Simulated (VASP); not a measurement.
# TaSi2 (P6_222) in VASP: further runs

Runs on TaSi2. Level: PBEsol. Tasks: single point.

All numbers are computed with VASP 6.6.1; they aren't measurements. Logs are shortened: lines on timing, memory, paths and dates and some standing lists are left out, and cuts for length are marked.

## (1) The cell of the first run

The structure is hexagonal, space group P6_222 (No. 180). The conventional cell has a = 4.523 Å, b = 4.523 Å, c = 6.228 Å, α = 90.00°, β = 90.00°, γ = 120.00°. Ta (site symmetry 222) has 10 Si at 2.47 to 2.67 Å and 4 Ta at 3.07 Å within 3.3 Å. Si (site symmetry 2) has 9 Si at 2.42 to 3.14 Å and 5 Ta at 2.47 to 2.67 Å within 3.2 Å.

## (2) Single point, PBEsol (strain -0.050 along x and y, -0.050 along z)

File INCAR:

```
SYSTEM = TaSi2
PREC     = Accurate       ! precision mode
ENCUT    = 520            ! plane-wave cutoff, eV
EDIFF    = 1E-6           ! SCF threshold, eV
ISMEAR   = 0              ! smearing method
SIGMA    = 0.15           ! smearing width, eV
LREAL    = .FALSE.        ! projectors in reciprocal space
LASPH    = .TRUE.         ! aspherical terms in the spheres
NELM     = 60             ! most SCF steps
ALGO     = Normal         ! electronic algorithm
ISIF     = 2              ! what is computed and relaxed
LWAVE    = .FALSE.        ! write WAVECAR
LCHARG   = .TRUE.         ! write CHGCAR
GGA      = PS             ! functional
LELF     = .TRUE.         ! ELF
LVHAR    = .TRUE.       
NBANDS   = 38             ! bands
```

File KPOINTS:

```
Automatic mesh
0
G
  12 12 6
  0 0 0
```

File POSCAR:

```
TaSi2
1.0
    4.5228165553      0.0000000000      0.0000000000
   -2.2614082776      3.9168740336      0.0000000000
    0.0000000000      0.0000000000      6.2279949422
Ta Si
3 6
Direct
    0.5000000000      0.0000000000      0.5000000000
    0.5000000000      0.5000000000      0.8333333333
    0.0000000000      0.5000000000      0.1666666667
    0.1592675430      0.3185350860      0.5000000000
    0.8407324570      0.1592675430      0.8333333333
    0.6814649140      0.8407324570      0.1666666667
    0.8407324570      0.6814649140      0.5000000000
    0.1592675430      0.8407324570      0.8333333333
    0.3185350860      0.1592675430      0.1666666667
```

Potentials or basis: VASP PAW PBE potentials, release 64 (Ta_pv, Si).

Launch:

```console
cat potpaw_PBE.64/Ta_pv/POTCAR potpaw_PBE.64/Si/POTCAR > POTCAR
mpirun -np 1 vasp_std > vasp.out
```

OUTCAR:

```text
SYSTEM = TaSi2
   PREC = Accurate
   ENCUT = 520
   EDIFF = 1E-6
   ISMEAR = 0
   LREAL = .FALSE.
   LASPH = .TRUE.
   NELM = 60
   ISIF = 2
   GGA = PS

 ion  position               nearest neighbor table
   1  0.500  0.000  0.500-   6 2.47   9 2.47   8 2.47   5 2.47   4 2.58   7 2.58   4 2.58   7 2.58
                             4 2.67   7 2.67   2 3.07   2 3.07   3 3.07   3 3.07
   2  0.500  0.500  0.833-   4 2.47   7 2.47   6 2.47   9 2.47   8 2.58   5 2.58   8 2.58   5 2.58
                             8 2.67   5 2.67   1 3.07   1 3.07   3 3.07   3 3.07
   3  0.000  0.500  0.167-   4 2.47   7 2.47   5 2.47   8 2.47   6 2.58   9 2.58   9 2.58   6 2.58
                             6 2.67   9 2.67   1 3.07   1 3.07   2 3.07   2 3.07
   4  0.159  0.319  0.500-   9 2.42   5 2.42   3 2.47   2 2.47   7 2.50   1 2.58   1 2.58   1 2.67
                             7 2.67   7 2.67   8 3.00   6 3.00   8 3.14   6 3.14
   5  0.841  0.159  0.833-   4 2.42   6 2.42   1 2.47   3 2.47   8 2.50   2 2.58   2 2.58   2 2.67
                             8 2.67   8 2.67   7 3.00   9 3.00   7 3.14   9 3.14
   6  0.681  0.841  0.167-   7 2.42   5 2.42   1 2.47   2 2.47   9 2.50   3 2.58   3 2.58   3 2.67
                             9 2.67   9 2.67   4 3.00   8 3.00   4 3.14   8 3.14
   7  0.841  0.681  0.500-   6 2.42   8 2.42   3 2.47   2 2.47   4 2.50   1 2.58   1 2.58   1 2.67
                             4 2.67   4 2.67   5 3.00   9 3.00   5 3.14   9 3.14
   8  0.159  0.841  0.833-   7 2.42   9 2.42   1 2.47   3 2.47   5 2.50   2 2.58   2 2.58   2 2.67
                             5 2.67   5 2.67   4 3.00   6 3.00   4 3.14   6 3.14
   9  0.319  0.159  0.167-   4 2.42   8 2.42   1 2.47   2 2.47   6 2.50   3 2.58   3 2.58   3 2.67
                             6 2.67   6 2.67   7 3.00   5 3.00   7 3.14   5 3.14

  LATTYP: Found a hexagonal cell.
 ALAT       =     4.5228165553
 C/A-ratio  =     1.3770169243

  Lattice vectors:

 A1 = (   4.5228165553,   0.0000000000,   0.0000000000)
 A2 = (  -2.2614082776,   3.9168740336,   0.0000000000)
 A3 = (   0.0000000000,   0.0000000000,   6.2279949422)

Analysis of symmetry for initial positions (statically):
=====================================================================
 Subroutine PRICEL returns:
 Original cell was already a primitive cell.

 Routine SETGRP: Setting up the symmetry group for a
 hexagonal supercell.

 Subroutine GETGRP returns: Found 12 space group operations
 (whereof  4 operations were pure point group operations)
 out of a pool of 24 trial point group operations.

The static configuration has the point symmetry D_2 .
 The point group associated with its full space group is D_6 .

Analysis of symmetry for dynamics (positions and initial velocities):
=====================================================================
 Subroutine PRICEL returns:
 Original cell was already a primitive cell.

 Routine SETGRP: Setting up the symmetry group for a
 hexagonal supercell.

 Subroutine GETGRP returns: Found 12 space group operations
 (whereof  4 operations were pure point group operations)
 out of a pool of 24 trial point group operations.

The dynamic configuration has the point symmetry D_2 .
 The point group associated with its full space group is D_6 .

 Subroutine INISYM returns: Found 12 space group operations
 (whereof  4 operations are pure point group operations),
 and found     1 'primitive' translations

----------------------------------------------------------------------------------------

                                     Primitive cell

  volume of cell :     110.3308

  direct lattice vectors                    reciprocal lattice vectors
     4.522816555  0.000000000  0.000000000     0.221101163  0.127652816  0.000000000
    -2.261408278  3.916874034  0.000000000     0.000000000  0.255305632  0.000000000
     0.000000000  0.000000000  6.227994942     0.000000000  0.000000000  0.160565320

  length of vectors
     4.522816555  4.522816555  6.227994942     0.255305632  0.255305632  0.160565320

  position of ions in fractional coordinates (direct lattice)
     0.500000000  0.000000000  0.500000000
     0.500000000  0.500000000  0.833333333
     1.000000000  0.500000000  0.166666667
     0.159267543  0.318535086  0.500000000
     0.840732457  0.159267543  0.833333333
     0.681464914  0.840732457  0.166666667
     0.840732457  0.681464914  0.500000000
     0.159267543  0.840732457  0.833333333
     0.318535086  0.159267543  0.166666667

  ion indices of the primitive-cell ions
   primitive index   ion index
                 1           1
                 2           2
                 3           3
                 4           4
                 5           5
                 6           6
                 7           7
                 8           8
                 9           9

----------------------------------------------------------------------------------------

 KPOINTS: Automatic mesh

Automatic generation of k-mesh.
 Grid dimensions read from file:
 generate k-points for:   12   12    6

 Generating k-lattice:

  Cartesian coordinates                     Fractional coordinates (reciprocal lattice)
     0.018425097  0.010637735  0.000000000     0.083333333  0.000000000  0.000000000
     0.000000000  0.021275469  0.000000000     0.000000000  0.083333333  0.000000000
     0.000000000  0.000000000  0.026760887     0.000000000  0.000000000  0.166666667

  Length of vectors
     0.021275469  0.021275469  0.026760887

  Shift w.r.t. Gamma in fractional coordinates (k-lattice)
     0.000000000  0.000000000  0.000000000

 Subroutine IBZKPT returns following result:
 ===========================================

 Found     76 irreducible k-points:

 Following reciprocal coordinates:
            Coordinates               Weight
  0.000000  0.000000  0.000000      1.000000
  0.083333  0.000000  0.000000      6.000000
  0.166667  0.000000  0.000000      6.000000
  0.250000  0.000000  0.000000      6.000000
  0.333333  0.000000  0.000000      6.000000
  0.416667  0.000000  0.000000      6.000000
[... 16 lines left out ...]
  0.250000  0.000000  0.166667     12.000000
  0.333333  0.000000  0.166667     12.000000
 [... further k-points ...]
   k-points           NKPTS =     76   k-points in BZ     NKDIM =     76   number of bands    NBANDS=     38
   number of dos      NEDOS =    301   number of ions     NIONS =      9
   total plane-waves  NPLWV =  62208
   dimension x,y,z NGX =    36 NGY =   36 NGZ =   48
   dimension x,y,z NGXF=    72 NGYF=   72 NGZF=   96
   ions per type =               3   6
   NGX,Y,Z   is equivalent  to a cutoff of  13.23, 13.23, 12.81 a.u.
   NGXF,Y,Z  is equivalent  to a cutoff of  26.47, 26.47, 25.63 a.u.
 SYSTEM =  TaSi2
   PREC   = accura    normal or accurate (medium, high low for compatibility)
   ISTART =      0    job   : 0-new  1-cont  2-samecut
   ICHARG =      2    charge: 1-file 2-atom 10-const
   ISPIN  =      1    spin polarized calculation?
   LNONCOLLINEAR =      F non collinear calculations
   LSORBIT =      F    spin-orbit coupling
   LASPH  =      T    aspherical Exc in radial PAW
   ENCUT  =  520.0 eV  38.22 Ry    6.18 a.u.   8.41  8.41 11.58*2*pi/ulx,y,z
   NELM   =     60;   NELMIN=  2; NELMDL= -5     # of ELM steps
   EDIFF  = 0.1E-05   stopping-criterion for ELM
   LREAL  =      F    real-space projection
   EDIFFG = 0.1E-04   stopping-criterion for IOM
   NSW    =      0    number of steps for IOM
   IBRION =     -1    ionic relax: 0-MD 1-quasi-New 2-CG
   NFREE  =      0    steps in history (QN), initial steepest desc. (CG)
   ISIF   =      2    stress and relaxation
   ISYM   =      2    0-nonsym 1-usesym 2-fastsym
   POTIM  = 0.5000    time-step for ionic-motion
   TEBEG  =    0.0;   TEEND  =   0.0 temperature during run
   PSTRESS=    0.0 pullay stress
   NELECT =      57.0000    total number of electrons
   NUPDOWN=      -1.0000    fix difference up-down
   EMIN   =  10.00;   EMAX   =-10.00  energy-range for DOS
   EFERMI =   0.00;   METHOD = LEGACY
   ISMEAR =     0;   SIGMA  =   0.15  broadening in eV -4-tet -1-fermi 0-gaus
   EFERMI_NEDOS =   21; number of points for ismear=-14 and -15
   IALGO  =     38    algorithm
   IMIX   =      4    mixing-type and parameters
     AMIX     =   0.40;   BMIX     =  1.00
     AMIX_MAG =   1.60;   BMIX_MAG =  1.00
  volume/ion in A,a.u.               =      12.26        82.73
  Fermi-wavevector in a.u.,A,eV,Ry     =   1.313613  2.482369 23.477937  1.725580
  Thomas-Fermi vector in A             =   2.443924
   LORBIT       =      0    0 simple, 1 ext, 2 COOP (PROOUT), +10 PAW based schemes
   GGA     = PS    functional components
   LHFCALC =     F    Hartree Fock is set to
   AEXX    =    0.0000 exact exchange contribution
   IVDW    =     0    specifies the selected vdW correction
   LEPSILON=     F    determine dielectric tensor
   LRPA    =     F    only Hartree local field effects (RPA)
 non-spin polarized calculation
 Gauss-broadening in eV      SIGMA  =   0.15
  energy-cutoff  :      520.00
  volume of cell :      110.33
 maximum number of plane-waves:      3029
 NGX is ok and might be reduce to    36
   NGX = 17   NGY = 17   NGZ = 23

 number of electron      57.0000002 magnetization

 Free energy of the ion-electron system (eV)
  ---------------------------------------------------
  ext. energy  EPLUGINS =         0.00000000
  ---------------------------------------------------
  free energy    TOTEN  =       -75.18947317 eV

  energy without entropy =      -75.15418956  energy(sigma->0) =      -75.17183136

 E-fermi :  11.2236     XC(G=0): -12.9221

 val. band max:       11.2115169491   @ k =   0.3333   0.3333   0.3333
 cond. band min:      11.2361199384   @ k =   0.3333   0.0833   0.3333
 fundamental gap:      0.0246029893
 Fermi energy:        11.2235775597

 k-point     1 :       0.0000    0.0000    0.0000
  band No.  band energies     occupation
      1     -22.7328      2.00000
      2     -22.7328      2.00000
      3     -22.7062      2.00000
      4     -22.6207      2.00000
      5     -22.6207      2.00000
      6     -22.4419      2.00000
[... 30 lines left out ...]
     37      16.0285      0.00000
     38      16.3751      0.00000
[... 941 lines left out ...]
     37      15.8586      0.00000
     38      16.5356      0.00000

 [... further k-points ...]

------------------------ aborting loop because EDIFF is reached ----------------------------------------

  FORCE on cell =-STRESS in cart. coord.  units (eV):
  Direction    XX          YY          ZZ          XY          YZ          ZX
  --------------------------------------------------------------------------------------
  -------------------------------------------------------------------------------------
  Total       27.7885940     27.7885940     32.9985925      0.0000000      0.0000000      0.0000000
  in kB      403.5341803    403.5341803    479.1915693      0.0000000      0.0000000      0.0000000
  external PRESSURE =     428.7533100 kB  Pullay stress =       0.0000000 kB

 VOLUME and BASIS-vectors are now :
 -----------------------------------------------------------------------------
  energy-cutoff  :      520.00
  volume of cell :      110.33
      direct lattice vectors                 reciprocal lattice vectors
     4.522816555  0.000000000  0.000000000     0.221101163  0.127652816  0.000000000
    -2.261408278  3.916874034  0.000000000     0.000000000  0.255305632  0.000000000
     0.000000000  0.000000000  6.227994942     0.000000000  0.000000000  0.160565320

 POSITION                                       TOTAL-FORCE (eV/Angst)
 -----------------------------------------------------------------------------------
      2.26141      0.00000      3.11400         0.000000     -0.000000      0.000000
      1.13070      1.95844      5.19000         0.000000     -0.000000     -0.000000
     -1.13070      1.95844      1.03800         0.000000     -0.000000      0.000000
      0.00000      1.24766      3.11400         0.000000      0.032378      0.000000
      3.44231      0.62383      5.19000        -0.028040      0.016189     -0.000000
      1.18090      3.29304      1.03800        -0.028040     -0.016189     -0.000000
      2.26141      2.66921      3.11400        -0.000000     -0.032378      0.000000
     -1.18090      3.29304      5.19000         0.028040     -0.016189      0.000000
      1.08051      0.62383      1.03800         0.028040      0.016189     -0.000000
 -----------------------------------------------------------------------------------
    total drift:                                0.000000     -0.000000      0.000000

  FREE ENERGIE OF THE ION-ELECTRON SYSTEM (eV)
  ---------------------------------------------------
  free  energy   TOTEN  =       -75.1894731656 eV

  energy  without entropy=      -75.1541895569  energy(sigma->0) =      -75.17183136
```

Run time: 3.9 min. Hardware: 1 thread of Intel Xeon Platinum 8375C at 2.90GHz (Ice Lake), shared host; peak memory 0.4 GiB.

Results:

```
Free energy            : -75.1895 eV
Pressure               : 42.9 GPa
Largest force          : 0.032 eV/Å
Band gap on the k mesh : zero (an odd number of electrons rules out a gap without spin polarisation)
```

Forces in eV/Å, atoms in the order of the input:
```
Ta   0.000  0.000  0.000
Ta   0.000  0.000  0.000
Ta   0.000  0.000  0.000
Si   0.000  0.032  0.000
Si  -0.028  0.016  0.000
Si  -0.028 -0.016  0.000
Si   0.000 -0.032  0.000
Si   0.028 -0.016  0.000
Si   0.028  0.016  0.000
```

Caveat: the cell differs from its parent crystal (strain -0.050 along x and y, -0.050 along z); the cell stands under pressure; the PAW data sets were made with another functional, which shifts forces and pressure a little; spin-orbit coupling is left out, which moves the levels of the heavy elements.

## (3) Single point, PBEsol (strain -0.050 along x and y, -0.025 along z)

File INCAR:

```
SYSTEM = TaSi2
ALGO = Normal ; EDIFF = 1E-7
ENCUT = 520 ; GGA = PS
ISIF = 2 ; ISMEAR = 0
LASPH = .TRUE. ; LCHARG = .FALSE.
LREAL = .FALSE. ; LWAVE = .FALSE.
NBANDS = 38 ; NELM = 60
PREC = Accurate ; SIGMA = 0.15
```

File KPOINTS:

```
k-points
0
G
  12 12 6
  0 0 0
```

Changes to POSCAR since step 2:

```diff
@@ -4,3 +4,3 @@
    -2.2614082776      3.9168740336      0.0000000000
-    0.0000000000      0.0000000000      6.2279949422
+    0.0000000000      0.0000000000      6.3918895460
 Ta Si
```

Potentials or basis: VASP PAW PBE potentials, release 64 (Ta_pv, Si).

Launch:

```console
cat potpaw_PBE.64/Ta_pv/POTCAR potpaw_PBE.64/Si/POTCAR > POTCAR
mpirun -np 1 vasp_std > vasp.out
```

It took 4.8 min on 1 thread of Intel Xeon Platinum 8375C at 2.90GHz (Ice Lake), shared host; peak memory 0.4 GiB.

Results (log left out):

```yaml
Free_energy: -75.8776 eV
Pressure: 33.2 GPa
Largest_force: 0.165 eV/Å
Band_gap_on_the_k_mesh: zero (an odd number of electrons rules out a gap without spin polarisation)
```

Forces in eV/Å, atoms in the order of the input:
```
Ta   0.000  0.000  0.000
Ta   0.000  0.000  0.000
Ta   0.000  0.000  0.000
Si   0.000  0.165  0.000
Si  -0.143  0.082  0.000
Si  -0.143 -0.082  0.000
Si   0.000 -0.165  0.000
Si   0.143 -0.082  0.000
Si   0.143  0.082  0.000
```

Stress tensor (GPa, compression positive):
```
35.55  0.00  0.00
 0.00 35.55  0.00
 0.00  0.00 28.57
```

Levels at points of the mesh, in eV from the Fermi level:
```csv
k point,band 26,band 27,band 28,band 29,band 30,band 31
"(0.00, 0.00, 0.00)",-2.39,-2.39,-2.28,-1.29,0.60,3.32
"(0.50, 0.00, 0.00)",-1.24,-1.03,-0.29,0.01,0.91,1.48
"(0.00, 0.00, 0.50)",-1.70,-1.59,-1.59,0.99,0.99,3.41
"(0.50, 0.00, 0.50)",-2.29,-2.01,-0.80,-0.03,1.81,2.44
```

Caveat: the cell differs from its parent crystal (strain -0.050 along x and y, -0.025 along z); the cell stands under pressure; the PAW data sets were made with another functional, which shifts forces and pressure a little; spin-orbit coupling is left out, which moves the levels of the heavy elements.
